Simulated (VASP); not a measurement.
BeTe: single point with PBE

Crystal: BeTe.

```
Be Te
1.0
     0.00000    2.77000    2.77000
     2.77000    0.00000    2.77000
     2.77000    2.77000    0.00000
Be Te
1 1
Direct
  0.00000 0.00000 0.00000
  0.75000 0.75000 0.75000
```

```
Program             : VASP 6.6.1
Task                : single point
Functional          : PBE
Potentials or basis : VASP PAW PBE potentials, release 64 (Be, Te)
Cutoff              : 600 eV
k mesh              : 4 × 4 × 4
Occupations         : gaussian, width 0.01 eV
Spin                : no spin polarisation
```

```json
{
  "Pressure": "5.0 GPa",
  "Band gap on the k mesh": "1.84 eV (least direct gap 3.55 eV)"
}
```

Levels at points of the mesh, in eV from the valence-band top:
```tsv
k point	band 1	band 2	band 3	band 4	band 5	band 6	band 7	band 8	band 9
(0.00, 0.00, 0.00)	-12.63	0.00	0.00	0.00	3.55	3.55	3.55	4.19	8.38
(0.50, 0.00, 0.00)	-11.16	-5.87	-1.22	-1.22	3.20	4.55	4.55	7.79	11.16
(0.50, 0.50, 0.00)	-10.61	-5.39	-2.84	-2.84	1.84	2.58	10.01	10.01	11.83
```

It took 5 s on 1 thread of Intel(R) Xeon(R) Platinum 8375C CPU @ 2.90GHz (Ice Lake), on a shared host, peak memory 0.17 GiB.

Caveat: the k points lie up to 0.49 Å⁻¹ apart; spin-orbit coupling is left out, which moves the levels of the heavy elements. A k mesh can miss the band edges.
